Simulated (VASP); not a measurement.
The system is Ni.

```xyz
1
Lattice="0.0000 1.7350 1.7350 1.7350 0.0000 1.7350 1.7350 1.7350 0.0000" Properties=species:S:1:pos:R:3 pbc="T T T"
Ni    0.0000    0.0000    0.0000
```

| Property | Result |
| --- | --- |
| Program | VASP 6.6.1 |
| Task | relaxation of cell and atoms |
| Functional | PBE |
| Potentials or basis | VASP PAW PBE potentials, release 64 (Ni) |
| Cutoff | 600 eV |
| k mesh | 10 × 10 × 10 |
| Occupations | gaussian, width 0.1 eV |
| Spin | collinear spin, ferromagnetic start |
| Starting moments | [0.81] μB |

At the start: pressure 9.5 GPa; volume 10.45 Å³/atom.

Q: How do energy, volume and symmetry change on relaxing?

A: Over 3 steps the energy falls by 13.1 meV/atom and the volume is 10.91 Å³/atom (+4.5 %); space group Fm-3m (No. 225, to 0.1 Å) before and after; moment 0.72 μB per cell.

Step by step:
```csv
step,energy change (eV),largest force (eV/Å),pressure (GPa),volume (Å³)
1,0.0000,0.0000,9.48,10.45
2,-0.0005,0.0000,-7.80,11.41
3,-0.0131,0.0000,-0.02,10.91
```

Final structure:
```
Ni
1.0
     0.00000    1.76051    1.76051
     1.76051    0.00000    1.76051
     1.76051    1.76051    0.00000
Ni
1
Direct
  0.00000 0.00000 0.00000
```
